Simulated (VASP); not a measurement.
**ZnO: single point with LDA**

ZnO:

```
Zn O
1.0
     3.17425    0.00000    0.00000
    -1.58713    2.74898    0.00000
     0.00000    0.00000    5.13145
Zn O
2 2
Cartesian
  0.0000 1.8327 2.5671
  1.5871 0.9163 0.0014
  1.5871 0.9163 1.9435
  0.0000 1.8327 4.5092
```

```yaml
Program: VASP 6.6.1
Task: single point
Functional: LDA
Potentials_or_basis: VASP PAW LDA potentials, release 64 (Zn, O)
Cutoff: 520 eV
k_mesh: 8 × 8 × 4
Occupations: gaussian, width 0.01 eV
Spin: no spin polarisation
```

* Pressure: 3.3 GPa
* Largest force: 0.003 eV/Å
* Band gap on the k mesh: 0.83 eV, direct

Forces in eV/Å, atoms in the order of the input:
```
Zn   0.000  0.000  0.003
Zn   0.000  0.000  0.003
O    0.000  0.000 -0.003
O    0.000  0.000 -0.003
```

Levels at points of the mesh, in eV from the valence-band top:
```
           k point  band 15  band 16  band 17  band 18  band 19  band 20  band 21  band 22
(0.00, 0.00, 0.00)    -0.88    -0.11     0.00     0.00     0.83     5.34     8.24    13.03
(0.50, 0.00, 0.00)    -3.06    -2.49    -1.43    -0.92     5.94     6.79     7.46     8.80
(0.00, 0.00, 0.50)    -0.43    -0.43    -0.43    -0.43     3.52     3.52    10.10    10.10
(0.50, 0.00, 0.50)    -1.66    -1.66    -1.52    -1.52     5.66     5.66     8.65     8.65
```

Wall time 40 s on 1 thread of Intel Xeon 8259CL, with other jobs on the host, peak memory 0.16 GiB.
